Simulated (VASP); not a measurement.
# Te2Mo (P6_3/mmc) in VASP: a series of runs

The runs below take Te2Mo through single point, relaxation of shape and atoms at fixed volume, with PBE+D3(BJ).

Program: VASP 6.6.1. These are calculated values, not measurements. Logs are shortened: lines on timing, memory, paths and dates and some standing lists are left out, and cuts for length are marked.

**The experiment to reproduce.**

“Broadband infrared study of pressure-tunable Fano resonance and metallization transition in 2H-MoTe2”, 2022, pmc:9569381 quotes, for a bulk crystal of Te2Mo at 300 K: band gap 0.88 ± 0.05 eV (indirect).

The results are compared with them further down.

## (1) The cell of the first run

Symmetry: P6_3/mmc, No. 194, hexagonal system. Conventional cell: a = 3.496 Å, b = 3.496 Å, c = 13.701 Å, α = 90.00°, β = 90.00°, γ = 120.00°. Te (site symmetry 3m) has 3 Mo at 2.72 Å and 10 Te at 3.50 to 3.80 Å within 3.8 Å. Mo (site symmetry -6m2) has 6 Te at 2.72 Å and 6 Mo at 3.50 Å within 3.6 Å.

## (2) Single point, PBE+D3(BJ)

INCAR

```
PREC     = Accurate       # precision mode
ENCUT    = 520            # plane-wave cutoff, eV
EDIFF    = 1E-6           # SCF threshold, eV
ISMEAR   = 0              # smearing method
SIGMA    = 0.05           # smearing width, eV
LREAL    = False          # projectors in reciprocal space
LASPH    = True           # aspherical terms in the spheres
NELM     = 100            # most SCF steps
ALGO     = Normal         # electronic algorithm
ISIF     = 2              # what is computed and relaxed
LWAVE    = False          # write WAVECAR
LCHARG   = False          # write CHGCAR
GGA      = PE             # functional
IVDW     = 12             # dispersion correction
NBANDS   = 35             # bands
```

KPOINTS

```
Automatic mesh
0
Gamma
  12 12 2
```

POSCAR

```
Te2Mo
1.0
    3.4964011502      0.0000000000      0.0000000000
   -1.7482005751      3.0279722179      0.0000000000
    0.0000000000      0.0000000000     13.7008448299
Te Mo
4 2
Direct
    0.3333333333      0.6666666667      0.6173401523
    0.6666666667      0.3333333333      0.1173401523
    0.3333333333      0.6666666667      0.8826598477
    0.6666666667      0.3333333333      0.3826598477
    0.3333333333      0.6666666667      0.2500000000
    0.6666666667      0.3333333333      0.7500000000
```

Potentials or basis: VASP PAW PBE potentials, release 64 (Te, Mo_sv).

On the command line:

```
> cat potpaw_PBE.64/Te/POTCAR potpaw_PBE.64/Mo_sv/POTCAR > POTCAR
> mpirun -np 1 vasp_std > vasp.out
```

OUTCAR:

```text
PREC = Accurate
   ENCUT = 520
   EDIFF = 1E-6
   ISMEAR = 0
   LREAL = False
   LASPH = True
   NELM = 100
   ISIF = 2
   GGA = PE
   IVDW = 12
 IVDW          = 12

 ion  position               nearest neighbor table
   1  0.333  0.667  0.617-   6 2.72   6 2.72   6 2.72   3 3.64
   2  0.667  0.333  0.117-   5 2.72   5 2.72   5 2.72   4 3.64
   3  0.333  0.667  0.883-   6 2.72   6 2.72   6 2.72   1 3.64
   4  0.667  0.333  0.383-   5 2.72   5 2.72   5 2.72   2 3.64
   5  0.333  0.667  0.250-   2 2.72   4 2.72   2 2.72   4 2.72   2 2.72   4 2.72
   6  0.667  0.333  0.750-   1 2.72   3 2.72   1 2.72   3 2.72   1 2.72   3 2.72

  LATTYP: Found a hexagonal cell.
 ALAT       =     3.4964011502
 C/A-ratio  =     3.9185563216

  Lattice vectors:

 A1 = (   3.4964011502,   0.0000000000,   0.0000000000)
 A2 = (  -1.7482005751,   3.0279722179,   0.0000000000)
 A3 = (   0.0000000000,   0.0000000000,  13.7008448299)

Analysis of symmetry for initial positions (statically):
=====================================================================
 Subroutine PRICEL returns:
 Original cell was already a primitive cell.

 Routine SETGRP: Setting up the symmetry group for a
 hexagonal supercell.

 Subroutine GETGRP returns: Found 24 space group operations
 (whereof 12 operations were pure point group operations)
 out of a pool of 24 trial point group operations.

The static configuration has the point symmetry D_3d.
 The point group associated with its full space group is D_6h.

Analysis of symmetry for dynamics (positions and initial velocities):
=====================================================================
 Subroutine PRICEL returns:
 Original cell was already a primitive cell.

 Routine SETGRP: Setting up the symmetry group for a
 hexagonal supercell.

 Subroutine GETGRP returns: Found 24 space group operations
 (whereof 12 operations were pure point group operations)
 out of a pool of 24 trial point group operations.

The dynamic configuration has the point symmetry D_3d.
 The point group associated with its full space group is D_6h.

 Subroutine INISYM returns: Found 24 space group operations
 (whereof 12 operations are pure point group operations),
 and found     1 'primitive' translations

----------------------------------------------------------------------------------------

                                     Primitive cell

  volume of cell :     145.0509

  direct lattice vectors                    reciprocal lattice vectors
     3.496401150  0.000000000  0.000000000     0.286008372  0.165127010  0.000000000
    -1.748200575  3.027972218  0.000000000     0.000000000  0.330254021  0.000000000
     0.000000000  0.000000000 13.700844830     0.000000000  0.000000000  0.072988200

  length of vectors
     3.496401150  3.496401150 13.700844830     0.330254021  0.330254021  0.072988200

  position of ions in fractional coordinates (direct lattice)
     0.333333333  0.666666667  0.617340152
     0.666666667  0.333333333  0.117340152
     0.333333333  0.666666667  0.882659848
     0.666666667  0.333333333  0.382659848
     0.333333333  0.666666667  0.250000000
     0.666666667  0.333333333  0.750000000

  ion indices of the primitive-cell ions
   primitive index   ion index
                 1           1
                 2           2
                 3           3
                 4           4
                 5           5
                 6           6

----------------------------------------------------------------------------------------

 KPOINTS: Automatic mesh

Automatic generation of k-mesh.
 Grid dimensions read from file:
 generate k-points for:   12   12    2

 Generating k-lattice:

  Cartesian coordinates                     Fractional coordinates (reciprocal lattice)
     0.023834031  0.013760584  0.000000000     0.083333333  0.000000000  0.000000000
     0.000000000  0.027521168  0.000000000     0.000000000  0.083333333  0.000000000
     0.000000000  0.000000000  0.036494100     0.000000000  0.000000000  0.500000000

  Length of vectors
     0.027521168  0.027521168  0.036494100

  Shift w.r.t. Gamma in fractional coordinates (k-lattice)
     0.000000000  0.000000000  0.000000000

 Subroutine IBZKPT returns following result:
 ===========================================

 Found     38 irreducible k-points:

 Following reciprocal coordinates:
            Coordinates               Weight
  0.000000  0.000000  0.000000      1.000000
  0.083333  0.000000  0.000000      6.000000
  0.166667  0.000000  0.000000      6.000000
  0.250000  0.000000  0.000000      6.000000
  0.333333  0.000000  0.000000      6.000000
  0.416667  0.000000  0.000000      6.000000
[... 16 lines left out ...]
  0.250000  0.000000  0.500000      6.000000
  0.333333  0.000000  0.500000      6.000000
 [... further k-points ...]
   k-points           NKPTS =     38   k-points in BZ     NKDIM =     38   number of bands    NBANDS=     35
   number of dos      NEDOS =    301   number of ions     NIONS =      6
   total plane-waves  NPLWV =  84672
   dimension x,y,z NGX =    28 NGY =   28 NGZ =  108
   dimension x,y,z NGXF=    56 NGYF=   56 NGZF=  216
   ions per type =               4   2
   NGX,Y,Z   is equivalent  to a cutoff of  13.31, 13.31, 13.10 a.u.
   NGXF,Y,Z  is equivalent  to a cutoff of  26.63, 26.63, 26.21 a.u.
 SYSTEM =  unknown system
   PREC   = accura    normal or accurate (medium, high low for compatibility)
   ISTART =      0    job   : 0-new  1-cont  2-samecut
   ICHARG =      2    charge: 1-file 2-atom 10-const
   ISPIN  =      1    spin polarized calculation?
   LNONCOLLINEAR =      F non collinear calculations
   LSORBIT =      F    spin-orbit coupling
   LASPH  =      T    aspherical Exc in radial PAW
   ENCUT  =  520.0 eV  38.22 Ry    6.18 a.u.   6.50  6.50 25.47*2*pi/ulx,y,z
   NELM   =    100;   NELMIN=  2; NELMDL= -5     # of ELM steps
   EDIFF  = 0.1E-05   stopping-criterion for ELM
   LREAL  =      F    real-space projection
   EDIFFG = 0.1E-04   stopping-criterion for IOM
   NSW    =      0    number of steps for IOM
   IBRION =     -1    ionic relax: 0-MD 1-quasi-New 2-CG
   NFREE  =      0    steps in history (QN), initial steepest desc. (CG)
   ISIF   =      2    stress and relaxation
   ISYM   =      2    0-nonsym 1-usesym 2-fastsym
   POTIM  = 0.5000    time-step for ionic-motion
   TEBEG  =    0.0;   TEEND  =   0.0 temperature during run
   PSTRESS=    0.0 pullay stress
   NELECT =      52.0000    total number of electrons
   NUPDOWN=      -1.0000    fix difference up-down
   EMIN   =  10.00;   EMAX   =-10.00  energy-range for DOS
   EFERMI =   0.00;   METHOD = LEGACY
   ISMEAR =     0;   SIGMA  =   0.05  broadening in eV -4-tet -1-fermi 0-gaus
   EFERMI_NEDOS =   21; number of points for ismear=-14 and -15
   IALGO  =     38    algorithm
   IMIX   =      4    mixing-type and parameters
     AMIX     =   0.40;   BMIX     =  1.00
     AMIX_MAG =   1.60;   BMIX_MAG =  1.00
  volume/ion in A,a.u.               =      24.18       163.14
  Fermi-wavevector in a.u.,A,eV,Ry     =   1.162972  2.197698 18.401920  1.352503
  Thomas-Fermi vector in A             =   2.299527
   LORBIT       =      0    0 simple, 1 ext, 2 COOP (PROOUT), +10 PAW based schemes
   GGA     = PE    functional components
   LHFCALC =     F    Hartree Fock is set to
   AEXX    =    0.0000 exact exchange contribution
   IVDW    =    12    specifies the selected vdW correction
   LEPSILON=     F    determine dielectric tensor
   LRPA    =     F    only Hartree local field effects (RPA)
 non-spin polarized calculation
 Gauss-broadening in eV      SIGMA  =   0.05
  energy-cutoff  :      520.00
  volume of cell :      145.05
 maximum number of plane-waves:      3974
 NGX is ok and might be reduce to    28
   NGX = 13   NGY = 13   NGZ = 51

 number of electron      51.9999999 magnetization

 Free energy of the ion-electron system (eV)
  ---------------------------------------------------
  ext. energy  EPLUGINS =         0.00000000
  ---------------------------------------------------
  free energy    TOTEN  =       -35.90697365 eV

  energy without entropy =      -35.90697365  energy(sigma->0) =      -35.90697365

 E-fermi :   8.9940     XC(G=0): -10.6411

 val. band max:        8.6310031145   @ k =   0.0000   0.0000   0.0000
 cond. band min:       9.2779508178   @ k =   0.2500   0.1667   0.0000
 fundamental gap:      0.6469477033
 Fermi energy:         8.9939699606

 k-point     1 :       0.0000    0.0000    0.0000
  band No.  band energies     occupation
      1     -52.2222      2.00000
      2     -52.2222      2.00000
      3     -26.3991      2.00000
      4     -26.3991      2.00000
      5     -26.2579      2.00000
      6     -26.2579      2.00000
[... 27 lines left out ...]
     34      12.0424      0.00000
     35      14.4614      0.00000

 k-point     2 :       0.0833    0.0000    0.0000
  band No.  band energies     occupation
      1     -52.2215      2.00000
      2     -52.2215      2.00000
      3     -26.3971      2.00000
      4     -26.3971      2.00000
      5     -26.2673      2.00000
      6     -26.2673      2.00000
[... 27 lines left out ...]
     34      11.8533      0.00000
     35      14.9143      0.00000

 k-point     3 :       0.1667    0.0000    0.0000
  band No.  band energies     occupation
      1     -52.2196      2.00000
      2     -52.2195      2.00000
      3     -26.3915      2.00000
      4     -26.3915      2.00000
      5     -26.2928      2.00000
      6     -26.2928      2.00000
[... 27 lines left out ...]
     34      12.0555      0.00000
     35      15.0658      0.00000

 k-point     4 :       0.2500    0.0000    0.0000
  band No.  band energies     occupation
      1     -52.2169      2.00000
      2     -52.2169      2.00000
      3     -26.3838      2.00000
      4     -26.3838      2.00000
      5     -26.3274      2.00000
      6     -26.3274      2.00000
[... 27 lines left out ...]
     34      12.2783      0.00000
     35      14.7387      0.00000

 k-point     5 :       0.3333    0.0000    0.0000
  band No.  band energies     occupation
      1     -52.2142      2.00000
      2     -52.2142      2.00000
      3     -26.3761      2.00000
      4     -26.3761      2.00000
      5     -26.3618      2.00000
      6     -26.3618      2.00000
[... 638 lines left out ...]
 k-point    22 :       0.1667    0.0000    0.5000
  band No.  band energies     occupation
      1     -52.2195      2.00000
      2     -52.2195      2.00000
      3     -26.3915      2.00000
      4     -26.3915      2.00000
      5     -26.2928      2.00000
      6     -26.2928      2.00000
[... 27 lines left out ...]
     34      11.9035      0.00000
     35      15.4488      0.00000

 k-point    23 :       0.2500    0.0000    0.5000
  band No.  band energies     occupation
      1     -52.2169      2.00000
      2     -52.2169      2.00000
      3     -26.3838      2.00000
      4     -26.3838      2.00000
      5     -26.3274      2.00000
      6     -26.3274      2.00000
[... 27 lines left out ...]
     34      12.0215      0.00000
     35      14.6147      0.00000

 k-point    24 :       0.3333    0.0000    0.5000
  band No.  band energies     occupation
      1     -52.2142      2.00000
      2     -52.2142      2.00000
      3     -26.3761      2.00000
      4     -26.3761      2.00000
      5     -26.3618      2.00000
      6     -26.3618      2.00000
[... 27 lines left out ...]
     34      12.0827      0.00000
     35      13.7226      0.00000

 [... further k-points ...]

------------------------ aborting loop because EDIFF is reached ----------------------------------------

 Edisp (eV)   -3.32386

 E8    (eV) :    -1.5315

  FORCE on cell =-STRESS in cart. coord.  units (eV):
  Direction    XX          YY          ZZ          XY          YZ          ZX
  --------------------------------------------------------------------------------------
  -------------------------------------------------------------------------------------
  Total      -0.02691    -0.02691     0.01388     0.00000     0.00000     0.00000
  in kB      -0.29720    -0.29720     0.15329     0.00000     0.00000     0.00000
  external pressure =       -0.15 kB  Pullay stress =        0.00 kB

 VOLUME and BASIS-vectors are now :
 -----------------------------------------------------------------------------
  energy-cutoff  :      520.00
  volume of cell :      145.05
      direct lattice vectors                 reciprocal lattice vectors
     3.496401150  0.000000000  0.000000000     0.286008372  0.165127010  0.000000000
    -1.748200575  3.027972218  0.000000000     0.000000000  0.330254021  0.000000000
     0.000000000  0.000000000 13.700844830     0.000000000  0.000000000  0.072988200

 POSITION                                       TOTAL-FORCE (eV/Angst)
 -----------------------------------------------------------------------------------
     -0.00000      2.01865      8.45808         0.000000      0.000000     -0.010066
      1.74820      1.00932      1.60766        -0.000000     -0.000000     -0.010066
     -0.00000      2.01865     12.09319         0.000000      0.000000      0.010066
      1.74820      1.00932      5.24276        -0.000000     -0.000000      0.010066
     -0.00000      2.01865      3.42521         0.000000      0.000000      0.000000
      1.74820      1.00932     10.27563        -0.000000     -0.000000      0.000000
 -----------------------------------------------------------------------------------
    total drift:                               -0.000000      0.000000     -0.000000

  FREE ENERGIE OF THE ION-ELECTRON SYSTEM (eV)
  ---------------------------------------------------
  free  energy   TOTEN  =       -39.2308356383 eV

  energy  without entropy=      -39.2308356383  energy(sigma->0) =      -39.23083564
```

Run time: 8.2 min. Hardware: 1 thread of Intel Xeon 8259CL, shared host; peak memory 0.39 GiB.

What came out:

```yaml
Free_energy: -39.2308 eV
Pressure: 0.0 GPa
Largest_force: 0.010 eV/Å
Band_gap_on_the_k_mesh: 0.65 eV (least direct gap 1.04 eV)
Dispersion_energy_per_atom: -0.554 eV
```

Forces in eV/Å, atoms in the order of the input:
```
Te   0.000  0.000 -0.010
Te   0.000  0.000 -0.010
Te   0.000  0.000  0.010
Te   0.000  0.000  0.010
Mo   0.000  0.000  0.000
Mo   0.000  0.000  0.000
```

Caveat: spin-orbit coupling is left out, which moves the levels of the heavy elements.

## (3) Relaxation of shape and atoms at fixed volume, PBE+D3(BJ) (22.00 Å³/atom)

This run uses another cell than the first one, of 22.00 Å³/atom.

INCAR

```
  PREC = Accurate
  ENCUT = 600
  EDIFF = 1E-7
  ISMEAR = 0
  SIGMA = 0.02
  LREAL = F
  LASPH = T
  NELM = 100
  ALGO = Normal
  ISIF = 4
  LWAVE = F
  LCHARG = F
  GGA = PE
  IVDW = 12
  IBRION = 2
  NSW = 50
  EDIFFG = -0.01
```

KPOINTS

```
regular mesh
0
Gamma
  12 12 2
```

POSCAR

```
Te2Mo
1.0
    3.4042641742      0.0000000000      0.0000000000
   -1.7021320871      2.9481792560      0.0000000000
    0.0000000000      0.0000000000     13.1517861050
Te Mo
4 2
Direct
    0.3333333333      0.6666666667      0.6127842976
    0.6666666667      0.3333333333      0.1127842976
    0.3333333333      0.6666666667      0.8872157024
    0.6666666667      0.3333333333      0.3872157024
    0.3333333333      0.6666666667      0.2500000000
    0.6666666667      0.3333333333      0.7500000000
```

Potentials or basis: VASP PAW PBE potentials, release 64 (Te, Mo_sv).

On the command line:

```
> cat potpaw_PBE.64/Te/POTCAR potpaw_PBE.64/Mo_sv/POTCAR > POTCAR
> mpirun -np 1 vasp_std > vasp.out
```

Run time: 6.5 min. Hardware: 1 thread of AMD EPYC 9R45 (Zen 5), shared host; peak memory 0.37 GiB.

The run converged. Its results:

```yaml
Free_energy: -39.0117 eV
Energy_gained_by_relaxing: 4.3 meV/atom
Ionic_steps: 5
Pressure_after_relaxing: 6.1 GPa
Band_gap_on_the_k_mesh: 0.19 eV (least direct gap 0.61 eV)
Dispersion_energy_per_atom: -0.609 eV
```

The path:
```tsv
step	energy change (eV)	largest force (eV/Å)	pressure (GPa)	volume (Å³)
1	0.0000	0.4746	7.98	132.00
2	-0.0213	0.0005	6.20	132.00
3	-0.0217	0.0541	6.41	132.00
4	-0.0249	0.0250	6.25	132.00
5	-0.0255	0.0011	6.14	132.00
```

Final structure:
```
CELL_PARAMETERS angstrom
3.40795 0.00000 0.00000
-1.70398 2.95138 0.00000
0.00000 0.00000 13.12332
ATOMIC_POSITIONS crystal
Te 0.33333 0.66667 0.61062
Te 0.66667 0.33333 0.11062
Te 0.33333 0.66667 0.88938
Te 0.66667 0.33333 0.38938
Mo 0.33333 0.66667 0.25000
Mo 0.66667 0.33333 0.75000
```

Levels at points of the mesh, in eV from the valence-band top:
```
           k point  band 22  band 23  band 24  band 25  band 26  band 27  band 28  band 29  band 30  band 31
(0.00, 0.00, 0.00)    -1.34    -1.26    -1.26    -0.21    -0.07     2.69     2.69     2.84     2.84     3.02
(0.50, 0.00, 0.00)    -2.38    -1.60    -1.52    -1.05    -0.33     1.10     1.10     1.20     1.73     2.24
(0.00, 0.00, 0.50)    -1.30    -1.30    -1.30    -0.16    -0.16     2.73     2.73     2.73     2.73     3.26
(0.50, 0.00, 0.50)    -2.62    -1.51    -1.51    -0.70    -0.70     1.13     1.13     1.44     1.44     2.84
```

Caveat: spin-orbit coupling is left out, which moves the levels of the heavy elements.

[end of part 1 of 2]
